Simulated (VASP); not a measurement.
# C (P6_3/mmc) in VASP: single point with r2SCAN

Aim: the single point of C with r2SCAN.

Program: VASP 6.6.1. These are calculated values, not measurements. Logs are shortened: lines on timing, memory, paths and dates and some standing lists are left out, and cuts for length are marked.

## 1. The cell of the first run

It takes space group P6_3/mmc (No. 194, hexagonal). Conventional cell: a = 2.503 Å, b = 2.503 Å, c = 4.169 Å, α = 90.00°, β = 90.00°, γ = 120.00°. Within 2.0 Å of C (site symmetry 3m) lie 4 C at 1.54 to 1.56 Å.

## 2. Single point, r2SCAN

File POSCAR:

```
C
1.0
    2.5031953718      0.0000000000      0.0000000000
   -1.2515976859      2.1678307826      0.0000000000
    0.0000000000      0.0000000000      4.1688692921
C
4
Direct
    0.3333333333      0.6666666667      0.0002313166
    0.6666666667      0.3333333333      0.5002313166
    0.3333333333      0.6666666667      0.3747686834
    0.6666666667      0.3333333333      0.8747686834
```

File INCAR.step1:

```
PREC     = Accurate       # precision mode
ENCUT    = 1430           # plane-wave cutoff, eV
ISMEAR   = 0              # smearing method
SIGMA    = 0.01           # smearing width, eV
LREAL    = F              # projectors in reciprocal space
LASPH    = T              # aspherical terms in the spheres
NELM     = 120            # most SCF steps
NBANDS   = 16             # bands
GGA      = PE             # functional
ALGO     = Normal         # electronic algorithm
EDIFF    = 1E-5           # SCF threshold, eV
LWAVE    = T              # write WAVECAR
LCHARG   = F              # write CHGCAR
GGA_COMPAT= F
```

File INCAR.step2:

```
PREC     = Accurate       # precision mode
ENCUT    = 1430           # plane-wave cutoff, eV
EDIFF    = 1E-6           # SCF threshold, eV
ISMEAR   = 0              # smearing method
SIGMA    = 0.01           # smearing width, eV
LREAL    = F              # projectors in reciprocal space
LASPH    = T              # aspherical terms in the spheres
NELM     = 120            # most SCF steps
ALGO     = Normal         # electronic algorithm
ISIF     = 2              # what is computed and relaxed
LWAVE    = F              # write WAVECAR
LCHARG   = T              # write CHGCAR
METAGGA  = R2SCAN         # meta-GGA
LMIXTAU  = T            
LELF     = T              # ELF
LVHAR    = T            
NBANDS   = 16             # bands
ISTART   = 1            
GGA_COMPAT= F
```

File KPOINTS:

```
regular mesh
0
Gamma
  9 9 6
```

Potentials or basis: VASP PAW PBE potentials, release 64 (C_h).

The run is started by

```sh
$ cat potpaw_PBE.64/C_h/POTCAR > POTCAR
$ cp INCAR.step1 INCAR
$ mpirun -np 1 vasp_std > vasp.out
$ cp INCAR.step2 INCAR
$ mpirun -np 1 vasp_std > vasp.out
```

OUTCAR:

```text
PREC = Accurate
   ENCUT = 1430
   EDIFF = 1E-6
   ISMEAR = 0
   LREAL = F
   LASPH = T
   NELM = 120
   ISIF = 2
   METAGGA = R2SCAN
   ISTART = 1

 ion  position               nearest neighbor table
   1  0.333  0.667  0.000-
   2  0.667  0.333  0.500-
   3  0.333  0.667  0.375-
   4  0.667  0.333  0.875-

  LATTYP: Found a hexagonal cell.
 ALAT       =     2.5031953718
 C/A-ratio  =     1.6654190636

  Lattice vectors:

 A1 = (   2.5031953718,   0.0000000000,   0.0000000000)
 A2 = (  -1.2515976859,   2.1678307826,   0.0000000000)
 A3 = (   0.0000000000,   0.0000000000,   4.1688692921)

Analysis of symmetry for initial positions (statically):
=====================================================================
 Subroutine PRICEL returns:
 Original cell was already a primitive cell.

 Routine SETGRP: Setting up the symmetry group for a
 hexagonal supercell.

 Subroutine GETGRP returns: Found 24 space group operations
 (whereof  6 operations were pure point group operations)
 out of a pool of 24 trial point group operations.

The static configuration has the point symmetry C_3v.
 The point group associated with its full space group is D_6h.

Analysis of symmetry for dynamics (positions and initial velocities):
=====================================================================
 Subroutine PRICEL returns:
 Original cell was already a primitive cell.

 Routine SETGRP: Setting up the symmetry group for a
 hexagonal supercell.

 Subroutine GETGRP returns: Found 24 space group operations
 (whereof  6 operations were pure point group operations)
 out of a pool of 24 trial point group operations.

The dynamic configuration has the point symmetry C_3v.
 The point group associated with its full space group is D_6h.

 Subroutine INISYM returns: Found 24 space group operations
 (whereof  6 operations are pure point group operations),
 and found     1 'primitive' translations

----------------------------------------------------------------------------------------

                                     Primitive cell

  volume of cell :      22.6224

  direct lattice vectors                    reciprocal lattice vectors
[... 76 lines left out ...]
   dimension x,y,z NGX =    32 NGY =   32 NGZ =   54
   dimension x,y,z NGXF=    64 NGYF=   64 NGZF=  108
   ions per type =               4
   NGX,Y,Z   is equivalent  to a cutoff of  21.25, 21.25, 21.53 a.u.
   NGXF,Y,Z  is equivalent  to a cutoff of  42.50, 42.50, 43.07 a.u.
 SYSTEM =  unknown system
   PREC   = accura    normal or accurate (medium, high low for compatibility)
   ISTART =      1    job   : 0-new  1-cont  2-samecut
   ICHARG =      0    charge: 1-file 2-atom 10-const
   ISPIN  =      1    spin polarized calculation?
   LNONCOLLINEAR =      F non collinear calculations
   LSORBIT =      F    spin-orbit coupling
   LASPH  =      T    aspherical Exc in radial PAW
   ENCUT  = 1430.0 eV 105.10 Ry   10.25 a.u.   7.72  7.72 12.85*2*pi/ulx,y,z
   NELM   =    120;   NELMIN=  2; NELMDL=  0     # of ELM steps
   EDIFF  = 0.1E-05   stopping-criterion for ELM
   LREAL  =      F    real-space projection
[... 7 lines left out ...]
   TEBEG  =    0.0;   TEEND  =   0.0 temperature during run
   PSTRESS=    0.0 pullay stress
   NELECT =      16.0000    total number of electrons
   NUPDOWN=      -1.0000    fix difference up-down
   EMIN   =  10.00;   EMAX   =-10.00  energy-range for DOS
   EFERMI =   0.00;   METHOD = LEGACY
   ISMEAR =     0;   SIGMA  =   0.01  broadening in eV -4-tet -1-fermi 0-gaus
   EFERMI_NEDOS =   21; number of points for ismear=-14 and -15
   IALGO  =     38    algorithm
   IMIX   =      4    mixing-type and parameters
     AMIX     =   0.40;   BMIX     =  1.00
     AMIX_MAG =   1.60;   BMIX_MAG =  1.00
  volume/ion in A,a.u.               =       5.66        38.17
  Fermi-wavevector in a.u.,A,eV,Ry     =   1.458597  2.756349 28.946471  2.127506
  Thomas-Fermi vector in A             =   2.575263
   LORBIT       =      0    0 simple, 1 ext, 2 COOP (PROOUT), +10 PAW based schemes
   METAGGA = R2SCAN    functional components
   LHFCALC =     F    Hartree Fock is set to
   AEXX    =    0.0000 exact exchange contribution
   IVDW    =     0    specifies the selected vdW correction
   LEPSILON=     F    determine dielectric tensor
   LRPA    =     F    only Hartree local field effects (RPA)
 non-spin polarized calculation
 Gauss-broadening in eV      SIGMA  =   0.01
  energy-cutoff  :     1430.00
  volume of cell :       22.62
 maximum number of plane-waves:      2808
 NGX is ok and might be reduce to    32
   NGX = 15   NGY = 15   NGZ = 25

 number of electron      16.0000000 magnetization

 Free energy of the ion-electron system (eV)
  ---------------------------------------------------
  ext. energy  EPLUGINS =         0.00000000
  ---------------------------------------------------
  free energy    TOTEN  =       -39.33385804 eV

  energy without entropy =      -39.33385804  energy(sigma->0) =      -39.33385804

 E-fermi :  11.4066     XC(G=0): -14.2789

 val. band max:       11.2568072931   @ k =   0.0000   0.0000   0.0000
 cond. band min:      14.8465301852   @ k =   0.3333   0.3333   0.0000
 fundamental gap:      3.5897228921
 Fermi energy:        11.4066099147

 k-point     1 :       0.0000    0.0000    0.0000
  band No.  band energies     occupation
      1     -11.7778      2.00000
      2      -6.0362      2.00000
      3      -3.1170      2.00000
      4       7.9874      2.00000
      5       7.9874      2.00000
      6      10.7570      2.00000
[... 433 lines left out ...]
      3      -0.1701      2.00000
      4       0.0006      2.00000
      5       0.0006      2.00000
      6       3.4133      2.00000
[... 8 lines left out ...]
     15      27.7058      0.00000
     16      27.7058      0.00000

 [... further k-points ...]
[... 5 lines left out ...]
  --------------------------------------------------------------------------------------
  -------------------------------------------------------------------------------------
  Total       -0.0853184     -0.0853184     -0.0840974      0.0000000     -0.0000000     -0.0000000
  in kB       -6.0424718     -6.0424718     -5.9560037      0.0000000     -0.0000000     -0.0000000
  external PRESSURE =      -6.0136491 kB  Pullay stress =       0.0000000 kB

 VOLUME and BASIS-vectors are now :
 -----------------------------------------------------------------------------
  energy-cutoff  :     1430.00
  volume of cell :       22.62
      direct lattice vectors                 reciprocal lattice vectors
     2.503195372  0.000000000  0.000000000     0.399489393  0.230645309  0.000000000
    -1.251597686  2.167830783  0.000000000     0.000000000  0.461290617  0.000000000
     0.000000000  0.000000000  4.168869292     0.000000000  0.000000000  0.239873196

 POSITION                                       TOTAL-FORCE (eV/Angst)
 -----------------------------------------------------------------------------------
     -0.00000      1.44522      0.00096        -0.000000      0.000000     -0.002382
      1.25160      0.72261      2.08540         0.000000     -0.000000     -0.002382
     -0.00000      1.44522      1.56236         0.000000     -0.000000      0.002382
      1.25160      0.72261      3.64680         0.000000      0.000000      0.002382
 -----------------------------------------------------------------------------------
    total drift:                               -0.000000      0.000000     -0.000300

  FREE ENERGIE OF THE ION-ELECTRON SYSTEM (eV)
  ---------------------------------------------------
  free  energy   TOTEN  =       -39.3338580371 eV

  energy  without entropy=      -39.3338580371  energy(sigma->0) =      -39.33385804
```

Wall time 88 s (1 thread of Intel Xeon 6975P-C (Granite Rapids), shared host); peak memory 0.25 GiB.

Results:

```
Free energy            : -39.3339 eV
Pressure               : -0.6 GPa
Band gap on the k mesh : 3.59 eV (least direct gap 5.24 eV)
```

Forces on the atoms (eV/Å):
```
C    0.000  0.000 -0.002
C    0.000  0.000 -0.002
C    0.000  0.000  0.002
C    0.000  0.000  0.002
```

Caveat: the PAW data sets were made with another functional, which shifts forces and pressure a little. A k mesh can miss the band edges.
